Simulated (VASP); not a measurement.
# Ca (P2_1/m) in VASP: single point with PBEsol

Aim: the single point of Ca with PBEsol.

All numbers are computed with VASP 6.6.1; they aren't measurements. Logs are shortened: lines on timing, memory, paths and dates and some standing lists are left out, and cuts for length are marked.

**1. The cell of the first run**

Symmetry: P2_1/m, No. 11, monoclinic system. The conventional cell has a = 4.021 Å, b = 6.690 Å, c = 4.222 Å, α = 90.00°, β = 117.20°, γ = 90.00°. Within 5.0 Å of Ca (site symmetry m) lie 12 Ca at 3.84 to 4.36 Å.

**2. Single point, PBEsol (strained and its atoms moved)**

INCAR

```
SYSTEM = Ca
ALGO = Fast
EDIFF = 1E-6
ENCUT = 520
GGA = PS
ISIF = 2
ISMEAR = 0
LASPH = .True.
LCHARG = .False.
LREAL = .False.
LWAVE = .False.
NBANDS = 17
NELM = 60
PREC = Accurate
SIGMA = 0.1
```

KPOINTS

```
k-points
0
Gamma
  10 10 6
  0 0 0
```

POSCAR

```
Ca
1.0
    4.2188392918     -0.1591999808      0.0000000000
   -2.2472908736      3.6631489402      0.0000000000
    0.0000000000      0.0000000000      6.6901068000
Ca
2
Direct
    0.2657989841      0.6099878761      0.2500000000
    0.7342010159      0.3900121239      0.7500000000
```

Potentials or basis: VASP PAW PBE potentials, release 64 (Ca_sv).

Run with:

```sh
cat potpaw_PBE.64/Ca_sv/POTCAR > POTCAR
mpirun -np 1 vasp_std > vasp.out
```

OUTCAR:

```text
SYSTEM = Ca
   EDIFF = 1E-6
   ENCUT = 520
   GGA = PS
   ISIF = 2
   ISMEAR = 0
   LASPH = .True.
   LREAL = .False.
   NELM = 60
   PREC = Accurate

 ion  position               nearest neighbor table
   1  0.266  0.610  0.250-
   2  0.734  0.390  0.750-

  LATTYP: Found a simple monoclinic cell.
 ALAT       =     4.0205299993
 B/A-ratio  =     1.6639862906
 C/A-ratio  =     1.0500710028
 COS(beta)  =    -0.4571578882

  Lattice vectors:

 A1 = (   1.9715484182,   3.5039489594,   0.0000000000)
 A2 = (   0.0000000000,   0.0000000000,  -6.6901068000)
 A3 = (  -4.2188392918,   0.1591999808,   0.0000000000)

Analysis of symmetry for initial positions (statically):
=====================================================================
 Subroutine PRICEL returns:
 Original cell was already a primitive cell.

 Routine SETGRP: Setting up the symmetry group for a
 simple monoclinic supercell.

 Subroutine GETGRP returns: Found  4 space group operations
 (whereof  2 operations were pure point group operations)
 out of a pool of  4 trial point group operations.

The static configuration has the point symmetry S_2 .
 The point group associated with its full space group is C_2h.

Analysis of symmetry for dynamics (positions and initial velocities):
=====================================================================
 Subroutine PRICEL returns:
 Original cell was already a primitive cell.

 Routine SETGRP: Setting up the symmetry group for a
 simple monoclinic supercell.

 Subroutine GETGRP returns: Found  4 space group operations
 (whereof  2 operations were pure point group operations)
 out of a pool of  4 trial point group operations.

The dynamic configuration has the point symmetry S_2 .
 The point group associated with its full space group is C_2h.

 Subroutine INISYM returns: Found  4 space group operations
 (whereof  2 operations are pure point group operations),
 and found     1 'primitive' translations

----------------------------------------------------------------------------------------

                                     Primitive cell

  volume of cell :     100.9970

  direct lattice vectors                    reciprocal lattice vectors
     4.218839292 -0.159199981  0.000000000     0.242649402  0.148862030  0.000000000
    -2.247290874  3.663148940  0.000000000     0.010545512  0.279458698  0.000000000
     0.000000000  0.000000000  6.690106800     0.000000000  0.000000000  0.149474445

  length of vectors
     4.221841968  4.297554703  6.690106800     0.284672858  0.279657597  0.149474445

  position of ions in fractional coordinates (direct lattice)
     0.265798984  0.609987876  0.250000000
     0.734201016  0.390012124  0.750000000

  ion indices of the primitive-cell ions
   primitive index   ion index
                 1           1
                 2           2

----------------------------------------------------------------------------------------

 KPOINTS: k-points

Automatic generation of k-mesh.
 Grid dimensions read from file:
 generate k-points for:   10   10    6

 Generating k-lattice:

  Cartesian coordinates                     Fractional coordinates (reciprocal lattice)
     0.024264940  0.014886203  0.000000000     0.100000000 -0.000000000  0.000000000
     0.001054551  0.027945870  0.000000000    -0.000000000  0.100000000  0.000000000
     0.000000000  0.000000000  0.024912407     0.000000000  0.000000000  0.166666667

  Length of vectors
     0.028467286  0.027965760  0.024912407

  Shift w.r.t. Gamma in fractional coordinates (k-lattice)
     0.000000000  0.000000000  0.000000000

 Subroutine IBZKPT returns following result:
 ===========================================

 Found    208 irreducible k-points:

 Following reciprocal coordinates:
            Coordinates               Weight
  0.000000  0.000000  0.000000      1.000000
  0.100000  0.000000  0.000000      2.000000
  0.200000  0.000000  0.000000      2.000000
  0.300000 -0.000000  0.000000      2.000000
  0.400000  0.000000  0.000000      2.000000
  0.500000  0.000000  0.000000      1.000000
[... 16 lines left out ...]
 -0.400000  0.200000  0.000000      2.000000
 -0.300000  0.200000  0.000000      2.000000
 [... further k-points ...]
   k-points           NKPTS =    208   k-points in BZ     NKDIM =    208   number of bands    NBANDS=     17
   number of dos      NEDOS =    301   number of ions     NIONS =      2
   total plane-waves  NPLWV =  51200
   dimension x,y,z NGX =    32 NGY =   32 NGZ =   50
   dimension x,y,z NGXF=    64 NGYF=   64 NGZF=  100
   ions per type =               2
   NGX,Y,Z   is equivalent  to a cutoff of  12.60, 12.38, 12.42 a.u.
   NGXF,Y,Z  is equivalent  to a cutoff of  25.20, 24.76, 24.85 a.u.
 SYSTEM =  Ca
   PREC   = accura    normal or accurate (medium, high low for compatibility)
   ISTART =      0    job   : 0-new  1-cont  2-samecut
   ICHARG =      2    charge: 1-file 2-atom 10-const
   ISPIN  =      1    spin polarized calculation?
   LNONCOLLINEAR =      F non collinear calculations
   LSORBIT =      F    spin-orbit coupling
   LASPH  =      T    aspherical Exc in radial PAW
   ENCUT  =  520.0 eV  38.22 Ry    6.18 a.u.   7.85  7.99 12.44*2*pi/ulx,y,z
   NELM   =     60;   NELMIN=  2; NELMDL= -5     # of ELM steps
   EDIFF  = 0.1E-05   stopping-criterion for ELM
   LREAL  =      F    real-space projection
   EDIFFG = 0.1E-04   stopping-criterion for IOM
   NSW    =      0    number of steps for IOM
   IBRION =     -1    ionic relax: 0-MD 1-quasi-New 2-CG
   NFREE  =      0    steps in history (QN), initial steepest desc. (CG)
   ISIF   =      2    stress and relaxation
   ISYM   =      2    0-nonsym 1-usesym 2-fastsym
   POTIM  = 0.5000    time-step for ionic-motion
   TEBEG  =    0.0;   TEEND  =   0.0 temperature during run
   PSTRESS=    0.0 pullay stress
   NELECT =      20.0000    total number of electrons
   NUPDOWN=      -1.0000    fix difference up-down
   EMIN   =  10.00;   EMAX   =-10.00  energy-range for DOS
   EFERMI =   0.00;   METHOD = LEGACY
   ISMEAR =     0;   SIGMA  =   0.10  broadening in eV -4-tet -1-fermi 0-gaus
   EFERMI_NEDOS =   21; number of points for ismear=-14 and -15
   IALGO  =     68    algorithm
   IMIX   =      4    mixing-type and parameters
     AMIX     =   0.40;   BMIX     =  1.00
     AMIX_MAG =   1.60;   BMIX_MAG =  1.00
  volume/ion in A,a.u.               =      50.50       340.78
  Fermi-wavevector in a.u.,A,eV,Ry     =   0.954220  1.803215 12.388602  0.910537
  Thomas-Fermi vector in A             =   2.082947
   LORBIT       =      0    0 simple, 1 ext, 2 COOP (PROOUT), +10 PAW based schemes
   GGA     = PS    functional components
   LHFCALC =     F    Hartree Fock is set to
   AEXX    =    0.0000 exact exchange contribution
   IVDW    =     0    specifies the selected vdW correction
   LEPSILON=     F    determine dielectric tensor
   LRPA    =     F    only Hartree local field effects (RPA)
 non-spin polarized calculation
 RMM-DIIS sequential band-by-band and
 Gauss-broadening in eV      SIGMA  =   0.10
  energy-cutoff  :      520.00
  volume of cell :      101.00
 maximum number of plane-waves:      2754
   NGX = 15   NGY = 15   NGZ = 25

 number of electron      20.0000000 magnetization

 Free energy of the ion-electron system (eV)
  ---------------------------------------------------
  ext. energy  EPLUGINS =         0.00000000
  ---------------------------------------------------
  free energy    TOTEN  =        -4.00770419 eV

  energy without entropy =       -3.99519966  energy(sigma->0) =       -4.00145193

 E-fermi :   1.2712     XC(G=0):  -7.2599

 val. band max:        1.2671832936   @ k =   0.2000   0.1000   0.0000
 cond. band min:       1.2734085023   @ k =  -0.0000   0.3000   0.0000
 fundamental gap:      0.0062252087
 Fermi energy:         1.2711507679

 k-point     1 :       0.0000    0.0000    0.0000
  band No.  band energies     occupation
      1     -41.0425      2.00000
      2     -41.0346      2.00000
      3     -22.1284      2.00000
      4     -22.0649      2.00000
      5     -22.0496      2.00000
      6     -22.0492      2.00000
[... 9 lines left out ...]
     16       3.6464      0.00000
     17       3.8906      0.00000

 k-point     2 :       0.1000    0.0000    0.0000
  band No.  band energies     occupation
      1     -41.0419      2.00000
      2     -41.0343      2.00000
      3     -22.1258      2.00000
      4     -22.0693      2.00000
      5     -22.0537      2.00000
      6     -22.0516      2.00000
[... 9 lines left out ...]
     16       3.5555      0.00000
     17       3.8120      0.00000

 k-point     3 :       0.2000    0.0000    0.0000
  band No.  band energies     occupation
      1     -41.0403      2.00000
      2     -41.0337      2.00000
      3     -22.1185      2.00000
      4     -22.0822      2.00000
      5     -22.0676      2.00000
      6     -22.0601      2.00000
[... 9 lines left out ...]
     16       3.5814      0.00000
     17       3.6760      0.00000

 k-point     4 :       0.3000   -0.0000    0.0000
  band No.  band energies     occupation
      1     -41.0383      2.00000
      2     -41.0329      2.00000
      3     -22.1081      2.00000
      4     -22.0992      2.00000
      5     -22.0873      2.00000
      6     -22.0665      2.00000
[... 9 lines left out ...]
     16       3.9121      0.00000
     17       4.0956      0.00000

 k-point     5 :       0.4000    0.0000    0.0000
  band No.  band energies     occupation
      1     -41.0365      2.00000
      2     -41.0325      2.00000
      3     -22.1131      2.00000
      4     -22.1032      2.00000
      5     -22.0977      2.00000
      6     -22.0711      2.00000
[... 9 lines left out ...]
     16       4.3884      0.00000
     17       4.4966      0.00000

 k-point     6 :       0.5000    0.0000    0.0000
  band No.  band energies     occupation
      1     -41.0358      2.00000
      2     -41.0324      2.00000
      3     -22.1184      2.00000
      4     -22.1092      2.00000
      5     -22.0926      2.00000
      6     -22.0728      2.00000
[... 9 lines left out ...]
     16       4.6527      0.00000
     17       4.8559      0.00000

 k-point     7 :      -0.0000    0.1000    0.0000
  band No.  band energies     occupation
      1     -41.0420      2.00000
      2     -41.0343      2.00000
      3     -22.1267      2.00000
      4     -22.0671      2.00000
      5     -22.0553      2.00000
      6     -22.0516      2.00000
[... 9 lines left out ...]
     16       3.5689      0.00000
     17       3.9006      0.00000

 k-point     8 :       0.1000    0.1000    0.0000
  band No.  band energies     occupation
      1     -41.0409      2.00000
      2     -41.0337      2.00000
      3     -22.1219      2.00000
      4     -22.0773      2.00000
      5     -22.0672      2.00000
      6     -22.0562      2.00000
[... 9 lines left out ...]
     16       3.5390      0.00000
     17       3.7218      0.00000
[... 203 lines left out ...]
      1     -41.0377      2.00000
      2     -41.0322      2.00000
      3     -22.1079      2.00000
      4     -22.1038      2.00000
      5     -22.1007      2.00000
      6     -22.0660      2.00000
[... 9 lines left out ...]
     16       3.7975      0.00000
     17       4.1915      0.00000

 k-point    20 :       0.3000    0.2000    0.0000
  band No.  band energies     occupation
      1     -41.0364      2.00000
      2     -41.0320      2.00000
      3     -22.1125      2.00000
      4     -22.1066      2.00000
      5     -22.0995      2.00000
      6     -22.0729      2.00000
[... 9 lines left out ...]
     16       4.0069      0.00000
     17       4.5034      0.00000

 k-point    21 :       0.4000    0.2000    0.0000
  band No.  band energies     occupation
      1     -41.0360      2.00000
      2     -41.0322      2.00000
      3     -22.1126      2.00000
      4     -22.1031      2.00000
      5     -22.0951      2.00000
      6     -22.0787      2.00000
[... 9 lines left out ...]
     16       4.2049      0.00000
     17       4.6653      0.00000

 k-point    22 :       0.5000    0.2000    0.0000
  band No.  band energies     occupation
      1     -41.0368      2.00000
      2     -41.0327      2.00000
      3     -22.1048      2.00000
      4     -22.0982      2.00000
      5     -22.0942      2.00000
      6     -22.0782      2.00000
[... 9 lines left out ...]
     16       3.9801      0.00000
     17       4.2934      0.00000

 k-point    23 :      -0.4000    0.2000    0.0000
  band No.  band energies     occupation
      1     -41.0383      2.00000
      2     -41.0332      2.00000
      3     -22.1065      2.00000
      4     -22.0933      2.00000
      5     -22.0865      2.00000
      6     -22.0678      2.00000
[... 9 lines left out ...]
     16       3.6938      0.00000
     17       4.1540      0.00000

 k-point    24 :      -0.3000    0.2000    0.0000
  band No.  band energies     occupation
      1     -41.0400      2.00000
      2     -41.0338      2.00000
      3     -22.1153      2.00000
      4     -22.0838      2.00000
      5     -22.0761      2.00000
      6     -22.0573      2.00000
[... 9 lines left out ...]
     16       3.6381      0.00000
     17       3.9916      0.00000

 [... further k-points ...]

------------------------ aborting loop because EDIFF is reached ----------------------------------------

  FORCE on cell =-STRESS in cart. coord.  units (eV):
  Direction    XX          YY          ZZ          XY          YZ          ZX
  --------------------------------------------------------------------------------------
  -------------------------------------------------------------------------------------
  Total       -1.6429130     -1.9628645     -1.1582643      0.5345262      0.0000000      0.0000000
  in kB      -26.0625411    -31.1381287    -18.3742597      8.4795181      0.0000000      0.0000000
  external PRESSURE =     -25.1916432 kB  Pullay stress =       0.0000000 kB

 VOLUME and BASIS-vectors are now :
 -----------------------------------------------------------------------------
  energy-cutoff  :      520.00
  volume of cell :      101.00
      direct lattice vectors                 reciprocal lattice vectors
     4.218839292 -0.159199981  0.000000000     0.242649402  0.148862030  0.000000000
    -2.247290874  3.663148940  0.000000000     0.010545512  0.279458698  0.000000000
     0.000000000  0.000000000  6.690106800     0.000000000  0.000000000  0.149474445

 POSITION                                       TOTAL-FORCE (eV/Angst)
 -----------------------------------------------------------------------------------
     -0.24946      2.19216      1.67253         0.209105      0.091124      0.000000
      2.22101      1.31179      5.01758        -0.209105     -0.091124      0.000000
 -----------------------------------------------------------------------------------
    total drift:                                0.000000     -0.000000      0.000000

  FREE ENERGIE OF THE ION-ELECTRON SYSTEM (eV)
  ---------------------------------------------------
  free  energy   TOTEN  =        -4.0077041922 eV

  energy  without entropy=       -3.9951996582  energy(sigma->0) =       -4.00145193
```

Wall time 3.8 min (1 thread of Intel Xeon Platinum 8375C at 2.90GHz (Ice Lake), shared host); peak memory 0.43 GiB.

Results:

| Property | Result |
| --- | --- |
| Free energy | -4.0077 eV |
| Pressure | -2.5 GPa |
| Largest force | 0.228 eV/Å |
| Band gap on the k mesh | zero (bands 10 and 11 overlap by 0.46 eV) |

Forces on the atoms (eV/Å):
```
Ca   0.209  0.091  0.000
Ca  -0.209 -0.091  0.000
```

Stress tensor (GPa, compression positive):
```
-2.61  0.85  0.00
 0.85 -3.11  0.00
 0.00  0.00 -1.84
```

Levels at points of the mesh, in eV from the Fermi level:
| k point | band 8 | band 9 | band 10 | band 11 | band 12 | band 13 |
| --- | --- | --- | --- | --- | --- | --- |
| (0.00, 0.00, 0.00) | -23.31 | -3.74 | -0.90 | -0.21 | 1.80 | 1.86 |
| (0.50, 0.00, 0.00) | -23.33 | -0.85 | -0.72 | 0.55 | 0.56 | 0.89 |
| (0.00, 0.50, 0.00) | -23.31 | -1.17 | -0.60 | 0.19 | 0.39 | 1.55 |
| (0.50, 0.50, 0.00) | -23.32 | -1.35 | -0.87 | 0.28 | 0.47 | 1.13 |
| (0.00, 0.00, 0.50) | -23.32 | -2.82 | -2.82 | 1.27 | 1.27 | 1.76 |
| (0.50, 0.00, 0.50) | -23.33 | -0.56 | -0.56 | 0.20 | 0.20 | 1.20 |
| (0.00, 0.50, 0.50) | -23.33 | -0.52 | -0.52 | -0.07 | -0.07 | 1.40 |
| (0.50, 0.50, 0.50) | -23.32 | -0.77 | -0.77 | -0.18 | -0.18 | 1.23 |

Caveat: the cell differs from its parent crystal (strained and its atoms moved); the PAW data sets were made with another functional, which shifts forces and pressure a little.
